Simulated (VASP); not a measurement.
# Pb (P6/mmm) in VASP: further runs

Pb is run at these levels: PBEsol; tasks: single point.

All numbers are computed with VASP 6.6.1; they aren't measurements. Logs are shortened: lines on timing, memory, paths and dates and some standing lists are left out, and cuts for length are marked.

## (1) The cell of the first run

The structure is hexagonal, space group P6/mmm (No. 191). The conventional cell has a = 5.330 Å, b = 5.330 Å, c = 3.238 Å, α = 90.00°, β = 90.00°, γ = 120.00°. Pb (site symmetry 6/mmm) has 14 Pb at 3.24 to 3.48 Å within 4.3 Å. Within 4.1 Å of Pb (site symmetry -6m2) lie 11 Pb at 3.08 to 3.48 Å.

This isn't the form of Pb at room conditions, which is fcc.

## (2) Single point, PBEsol (26.55 Å³/atom)

Contents of INCAR:

```
SYSTEM = Pb
PREC = Accurate
ENCUT = 520
EDIFF = 1E-7
ISMEAR = -1
SIGMA = 0.1
LREAL = .FALSE.
LASPH = .TRUE.
NELM = 100
ALGO = Normal
ISIF = 2
LWAVE = .FALSE.
LCHARG = .FALSE.
GGA = PS
NBANDS = 28
```

Contents of KPOINTS:

```
regular mesh
0
G
  8 8 11
  0 0 0
```

Contents of POSCAR:

```
Pb
1.0
    5.3296972742      0.0000000000      0.0000000000
   -2.6648486371      4.6156532340      0.0000000000
    0.0000000000      0.0000000000      3.2377435136
Pb
3
Direct
    1.0000000000      1.0000000000      0.0000000000
    0.3333333333      0.6666666667      0.5000000000
    0.6666666667      0.3333333333      0.5000000000
```

Potentials or basis: VASP PAW PBE potentials, release 64 (Pb_d).

The run is started by

```bash
$ cat potpaw_PBE.64/Pb_d/POTCAR > POTCAR
$ mpirun -np 1 vasp_std > vasp.out
```

OUTCAR:

```text
SYSTEM = Pb
   PREC = Accurate
   ENCUT = 520
   EDIFF = 1E-7
   ISMEAR = -1
   LREAL = .FALSE.
   LASPH = .TRUE.
   NELM = 100
   ISIF = 2
   GGA = PS

 ion  position               nearest neighbor table
   1  0.000  0.000  0.000-   2 3.48   3 3.48   2 3.48   3 3.48   3 3.48   3 3.48   2 3.48   2 3.48
                             3 3.48   3 3.48   2 3.48   2 3.48
   2  0.333  0.667  0.500-   3 3.08   3 3.08   3 3.08   1 3.48   1 3.48   1 3.48   1 3.48   1 3.48
                             1 3.48
   3  0.667  0.333  0.500-   2 3.08   2 3.08   2 3.08   1 3.48   1 3.48   1 3.48   1 3.48   1 3.48
                             1 3.48

  LATTYP: Found a hexagonal cell.
 ALAT       =     5.3296972742
 C/A-ratio  =     0.6074910726

  Lattice vectors:

 A1 = (   5.3296972742,   0.0000000000,   0.0000000000)
 A2 = (  -2.6648486371,   4.6156532340,   0.0000000000)
 A3 = (   0.0000000000,   0.0000000000,   3.2377435136)

Analysis of symmetry for initial positions (statically):
=====================================================================
 Subroutine PRICEL returns:
 Original cell was already a primitive cell.

 Routine SETGRP: Setting up the symmetry group for a
 hexagonal supercell.

 Subroutine GETGRP returns: Found 24 space group operations
 (whereof 24 operations were pure point group operations)
 out of a pool of 24 trial point group operations.

The static configuration has the point symmetry D_6h.

Analysis of symmetry for dynamics (positions and initial velocities):
=====================================================================
 Subroutine PRICEL returns:
 Original cell was already a primitive cell.

 Routine SETGRP: Setting up the symmetry group for a
 hexagonal supercell.

 Subroutine GETGRP returns: Found 24 space group operations
 (whereof 24 operations were pure point group operations)
 out of a pool of 24 trial point group operations.

The dynamic configuration has the point symmetry D_6h.

 Subroutine INISYM returns: Found 24 space group operations
 (whereof 24 operations are pure point group operations),
 and found     1 'primitive' translations

----------------------------------------------------------------------------------------

                                     Primitive cell

  volume of cell :      79.6486

  direct lattice vectors                    reciprocal lattice vectors
     5.329697274  0.000000000  0.000000000     0.187627917  0.108327029  0.000000000
    -2.664848637  4.615653234  0.000000000     0.000000000  0.216654057  0.000000000
     0.000000000  0.000000000  3.237743514     0.000000000  0.000000000  0.308857078

  length of vectors
     5.329697274  5.329697274  3.237743514     0.216654057  0.216654057  0.308857078

  position of ions in fractional coordinates (direct lattice)
     0.000000000  0.000000000  0.000000000
     0.333333333  0.666666667  0.500000000
     0.666666667  0.333333333  0.500000000

  ion indices of the primitive-cell ions
   primitive index   ion index
                 1           1
                 2           2
                 3           3

----------------------------------------------------------------------------------------

 KPOINTS: regular mesh

Automatic generation of k-mesh.
 Grid dimensions read from file:
 generate k-points for:    8    8   11

 Generating k-lattice:

  Cartesian coordinates                     Fractional coordinates (reciprocal lattice)
     0.023453490  0.013540879  0.000000000     0.125000000 -0.000000000  0.000000000
     0.000000000  0.027081757  0.000000000     0.000000000  0.125000000  0.000000000
     0.000000000  0.000000000  0.028077916     0.000000000  0.000000000  0.090909091

  Length of vectors
     0.027081757  0.027081757  0.028077916

  Shift w.r.t. Gamma in fractional coordinates (k-lattice)
     0.000000000  0.000000000  0.000000000

 Subroutine IBZKPT returns following result:
 ===========================================

 Found     60 irreducible k-points:

 Following reciprocal coordinates:
            Coordinates               Weight
  0.000000  0.000000  0.000000      1.000000
  0.125000 -0.000000  0.000000      6.000000
  0.250000 -0.000000  0.000000      6.000000
  0.375000  0.000000  0.000000      6.000000
  0.500000 -0.000000  0.000000      3.000000
  0.125000  0.125000  0.000000      6.000000
[... 16 lines left out ...]
  0.250000 -0.000000  0.181818     12.000000
  0.375000  0.000000  0.181818     12.000000
 [... further k-points ...]
   k-points           NKPTS =     60   k-points in BZ     NKDIM =     60   number of bands    NBANDS=     28
   number of dos      NEDOS =    301   number of ions     NIONS =      3
   total plane-waves  NPLWV =  38400
   dimension x,y,z NGX =    40 NGY =   40 NGZ =   24
   dimension x,y,z NGXF=    80 NGYF=   80 NGZF=   48
   ions per type =               3
   NGX,Y,Z   is equivalent  to a cutoff of  12.48, 12.48, 12.32 a.u.
   NGXF,Y,Z  is equivalent  to a cutoff of  24.95, 24.95, 24.65 a.u.
 SYSTEM =  Pb
   PREC   = accura    normal or accurate (medium, high low for compatibility)
   ISTART =      0    job   : 0-new  1-cont  2-samecut
   ICHARG =      2    charge: 1-file 2-atom 10-const
   ISPIN  =      1    spin polarized calculation?
   LNONCOLLINEAR =      F non collinear calculations
   LSORBIT =      F    spin-orbit coupling
   LASPH  =      T    aspherical Exc in radial PAW
   ENCUT  =  520.0 eV  38.22 Ry    6.18 a.u.   9.91  9.91  6.02*2*pi/ulx,y,z
   NELM   =    100;   NELMIN=  2; NELMDL= -5     # of ELM steps
   EDIFF  = 0.1E-06   stopping-criterion for ELM
   LREAL  =      F    real-space projection
   EDIFFG = 0.1E-05   stopping-criterion for IOM
   NSW    =      0    number of steps for IOM
   IBRION =     -1    ionic relax: 0-MD 1-quasi-New 2-CG
   NFREE  =      0    steps in history (QN), initial steepest desc. (CG)
   ISIF   =      2    stress and relaxation
   ISYM   =      2    0-nonsym 1-usesym 2-fastsym
   POTIM  = 0.5000    time-step for ionic-motion
   TEBEG  =    0.0;   TEEND  =   0.0 temperature during run
   PSTRESS=    0.0 pullay stress
   NELECT =      42.0000    total number of electrons
   NUPDOWN=      -1.0000    fix difference up-down
   EMIN   =  10.00;   EMAX   =-10.00  energy-range for DOS
   EFERMI =   0.00;   METHOD = LEGACY
   ISMEAR =    -1;   SIGMA  =   0.10  broadening in eV -4-tet -1-fermi 0-gaus
   EFERMI_NEDOS =   21; number of points for ismear=-14 and -15
   IALGO  =     38    algorithm
   IMIX   =      4    mixing-type and parameters
     AMIX     =   0.40;   BMIX     =  1.00
     AMIX_MAG =   1.60;   BMIX_MAG =  1.00
  volume/ion in A,a.u.               =      26.55       179.17
  Fermi-wavevector in a.u.,A,eV,Ry     =   1.322610  2.499371 23.800642  1.749298
  Thomas-Fermi vector in A             =   2.452279
   LORBIT       =      0    0 simple, 1 ext, 2 COOP (PROOUT), +10 PAW based schemes
   GGA     = PS    functional components
   LHFCALC =     F    Hartree Fock is set to
   AEXX    =    0.0000 exact exchange contribution
   IVDW    =     0    specifies the selected vdW correction
   LEPSILON=     F    determine dielectric tensor
   LRPA    =     F    only Hartree local field effects (RPA)
 non-spin polarized calculation
  energy-cutoff  :      520.00
  volume of cell :       79.65
 maximum number of plane-waves:      2161
 NGX is ok and might be reduce to    40
   NGX = 19   NGY = 19   NGZ = 13

 number of electron      42.0000005 magnetization

 Free energy of the ion-electron system (eV)
  ---------------------------------------------------
  ext. energy  EPLUGINS =         0.00000000
  ---------------------------------------------------
  free energy    TOTEN  =       -11.63976868 eV

  energy without entropy =      -11.60120982  energy(sigma->0) =      -11.62048925

 E-fermi :   8.6596     XC(G=0): -10.9906

 val. band max:        8.6492685108   @ k =   0.3750   0.0000   0.2727
 cond. band min:       8.7456618229   @ k =   0.3750   0.2500   0.3636
 fundamental gap:      0.0963933120
 Fermi energy:         8.6595789077

 k-point     1 :       0.0000    0.0000    0.0000
  band No.  band energies     occupation
      1      -8.7464      2.00000
      2      -8.5751      2.00000
      3      -8.4228      2.00000
      4      -8.4228      2.00000
      5      -8.3944      2.00000
      6      -8.3684      2.00000
[... 20 lines left out ...]
     27      17.7000      0.00000
     28      17.8031      0.00000

 k-point     2 :       0.1250   -0.0000    0.0000
  band No.  band energies     occupation
      1      -8.7372      2.00000
      2      -8.5806      2.00000
      3      -8.4542      2.00000
      4      -8.4342      2.00000
      5      -8.4127      2.00000
      6      -8.4043      2.00000
[... 20 lines left out ...]
     27      17.3211      0.00000
     28      17.4703      0.00000

 k-point     3 :       0.2500   -0.0000    0.0000
  band No.  band energies     occupation
      1      -8.7124      2.00000
      2      -8.6000      2.00000
      3      -8.5267      2.00000
      4      -8.4830      2.00000
      5      -8.4402      2.00000
      6      -8.4276      2.00000
[... 20 lines left out ...]
     27      16.3853      0.00000
     28      16.9328      0.00000

 k-point     4 :       0.3750    0.0000    0.0000
  band No.  band energies     occupation
      1      -8.6794      2.00000
      2      -8.6345      2.00000
      3      -8.5812      2.00000
      4      -8.5234      2.00000
      5      -8.4550      2.00000
      6      -8.4389      2.00000
[... 20 lines left out ...]
     27      16.5327      0.00000
     28      16.6906      0.00000

 k-point     5 :       0.5000   -0.0000    0.0000
  band No.  band energies     occupation
      1      -8.6608      2.00000
      2      -8.6499      2.00000
      3      -8.6051      2.00000
      4      -8.5375      2.00000
      5      -8.4602      2.00000
      6      -8.4433      2.00000
[... 20 lines left out ...]
     27      16.3887      0.00000
     28      16.7459      0.00000

 k-point     6 :       0.1250    0.1250    0.0000
  band No.  band energies     occupation
      1      -8.7203      2.00000
      2      -8.5926      2.00000
      3      -8.5013      2.00000
      4      -8.4788      2.00000
      5      -8.4327      2.00000
      6      -8.4261      2.00000
[... 463 lines left out ...]
      5      -8.4270      2.00000
      6      -8.4270      2.00000
[... 20 lines left out ...]
     27      16.0835      0.00000
     28      17.3624      0.00000

 k-point    22 :       0.1250   -0.0000    0.1818
  band No.  band energies     occupation
      1      -8.5977      2.00000
      2      -8.4950      2.00000
      3      -8.4810      2.00000
      4      -8.4527      2.00000
      5      -8.4521      2.00000
      6      -8.4303      2.00000
[... 20 lines left out ...]
     27      16.0116      0.00000
     28      17.6186      0.00000

 k-point    23 :       0.2500   -0.0000    0.1818
  band No.  band energies     occupation
      1      -8.5942      2.00000
      2      -8.5334      2.00000
      3      -8.5213      2.00000
      4      -8.4564      2.00000
      5      -8.4561      2.00000
      6      -8.4165      2.00000
[... 20 lines left out ...]
     27      14.9928      0.00000
     28      16.9540      0.00000

 k-point    24 :       0.3750    0.0000    0.1818
  band No.  band energies     occupation
      1      -8.6020      2.00000
      2      -8.5524      2.00000
      3      -8.5375      2.00000
      4      -8.4897      2.00000
      5      -8.4481      2.00000
      6      -8.3879      2.00000
[... 20 lines left out ...]
     27      13.8443      0.00000
     28      16.0979      0.00000

 [... further k-points ...]
[... 5 lines left out ...]
  --------------------------------------------------------------------------------------
  -------------------------------------------------------------------------------------
  Total        4.4716196      4.4716196      3.3642432     -0.0000000      0.0000000      0.0000000
  in kB       89.9491942     89.9491942     67.6736825     -0.0000000      0.0000000      0.0000000
  external PRESSURE =      82.5240236 kB  Pullay stress =       0.0000000 kB

 VOLUME and BASIS-vectors are now :
 -----------------------------------------------------------------------------
  energy-cutoff  :      520.00
  volume of cell :       79.65
      direct lattice vectors                 reciprocal lattice vectors
     5.329697274  0.000000000  0.000000000     0.187627917  0.108327029  0.000000000
    -2.664848637  4.615653234  0.000000000     0.000000000  0.216654057  0.000000000
     0.000000000  0.000000000  3.237743514     0.000000000  0.000000000  0.308857078

 POSITION                                       TOTAL-FORCE (eV/Angst)
 -----------------------------------------------------------------------------------
      0.00000      0.00000      0.00000        -0.000000      0.000000     -0.000000
     -0.00000      3.07710      1.61887         0.000000      0.000000      0.000000
      2.66485      1.53855      1.61887        -0.000000      0.000000     -0.000000
 -----------------------------------------------------------------------------------
    total drift:                               -0.000000     -0.000000      0.000000

  FREE ENERGIE OF THE ION-ELECTRON SYSTEM (eV)
  ---------------------------------------------------
  free  energy   TOTEN  =       -11.6397686778 eV

  energy  without entropy=      -11.6012098203  energy(sigma->0) =      -11.62048925
```

Wall time 2.3 min (1 thread of Intel Xeon 8259CL, shared host); peak memory 0.25 GiB.

Results:

```yaml
Free_energy: -11.6398 eV
Pressure: 8.3 GPa
Band_gap_on_the_k_mesh: zero (bands 21 and 22 overlap by 4.17 eV)
```

Stress tensor (GPa, compression positive):
```
8.99 0.00 0.00
0.00 8.99 0.00
0.00 0.00 6.77
```

Caveat: the cell stands under pressure; the PAW data sets were made with another functional, which shifts forces and pressure a little; spin-orbit coupling is left out, which moves the levels of the heavy elements.

## (3) Single point, PBEsol (27.76 Å³/atom)

This run uses another cell than the first one, of 27.76 Å³/atom.

Contents of INCAR:

```
SYSTEM = Pb
ALGO = Normal ; EDIFF = 1E-6
ENCUT = 520 ; GGA = PS
ISIF = 2 ; ISMEAR = -1
LASPH = .TRUE. ; LCHARG = .FALSE.
LREAL = .FALSE. ; LWAVE = .FALSE.
NBANDS = 28 ; NELM = 60
PREC = Accurate ; SIGMA = 0.1
```

Contents of KPOINTS:

```
k-points
0
G
  8 8 11
  0 0 0
```

Contents of POSCAR:

```
Pb
1.0
    5.4092567242      0.0000000000      0.0000000000
   -2.7046283621      4.6845537387      0.0000000000
    0.0000000000      0.0000000000      3.2860751692
Pb
3
Direct
    1.0000000000      1.0000000000      0.0000000000
    0.3333333333      0.6666666667      0.5000000000
    0.6666666667      0.3333333333      0.5000000000
```

Potentials or basis: VASP PAW PBE potentials, release 64 (Pb_d).

The run is started by

```bash
$ cat potpaw_PBE.64/Pb_d/POTCAR > POTCAR
$ mpirun -np 1 vasp_std > vasp.out
```

OUTCAR:

```text
SYSTEM = Pb
   EDIFF = 1E-6
   ENCUT = 520
   GGA = PS
   ISIF = 2
   ISMEAR = -1
   LASPH = .TRUE.
   LREAL = .FALSE.
   NELM = 60
   PREC = Accurate

 ion  position               nearest neighbor table
   1  0.000  0.000  0.000-   2 3.53   3 3.53   2 3.53   3 3.53   2 3.53   2 3.53   3 3.53   3 3.53
                             3 3.53   3 3.53   2 3.53   2 3.53
   2  0.333  0.667  0.500-   3 3.12   3 3.12   3 3.12   1 3.53   1 3.53   1 3.53   1 3.53   1 3.53
                             1 3.53
   3  0.667  0.333  0.500-   2 3.12   2 3.12   2 3.12   1 3.53   1 3.53   1 3.53   1 3.53   1 3.53
                             1 3.53

  LATTYP: Found a hexagonal cell.
[... 941 lines left out ...]
  --------------------------------------------------------------------------------------
  -------------------------------------------------------------------------------------
  Total        2.8072938      2.8072938      1.8921581     -0.0000000      0.0000000      0.0000000
  in kB       54.0150939     54.0150939     36.4069831     -0.0000000      0.0000000      0.0000000
  external PRESSURE =      48.1457236 kB  Pullay stress =       0.0000000 kB

 VOLUME and BASIS-vectors are now :
 -----------------------------------------------------------------------------
  energy-cutoff  :      520.00
  volume of cell :       83.27
      direct lattice vectors                 reciprocal lattice vectors
     5.409256724  0.000000000  0.000000000     0.184868282  0.106733753  0.000000000
    -2.704628362  4.684553739  0.000000000     0.000000000  0.213467505  0.000000000
     0.000000000  0.000000000  3.286075169     0.000000000  0.000000000  0.304314402

 POSITION                                       TOTAL-FORCE (eV/Angst)
 -----------------------------------------------------------------------------------
      0.00000      0.00000      0.00000        -0.000000      0.000000      0.000000
     -0.00000      3.12304      1.64304        -0.000000      0.000000      0.000000
      2.70463      1.56152      1.64304         0.000000     -0.000000      0.000000
 -----------------------------------------------------------------------------------
    total drift:                               -0.000000      0.000000      0.000000

  FREE ENERGIE OF THE ION-ELECTRON SYSTEM (eV)
  ---------------------------------------------------
  free  energy   TOTEN  =       -11.7886238300 eV

  energy  without entropy=      -11.7502966173  energy(sigma->0) =      -11.76946022
```

Run time: 1.7 min. Hardware: 1 thread of Intel Xeon 8259CL, shared host; peak memory 0.25 GiB.

Results:

```
Free energy            : -11.7886 eV
Pressure               : 4.8 GPa
Band gap on the k mesh : zero (bands 21 and 22 overlap by 4.00 eV)
```

Caveat: the cell stands under pressure; the PAW data sets were made with another functional, which shifts forces and pressure a little; spin-orbit coupling is left out, which moves the levels of the heavy elements.
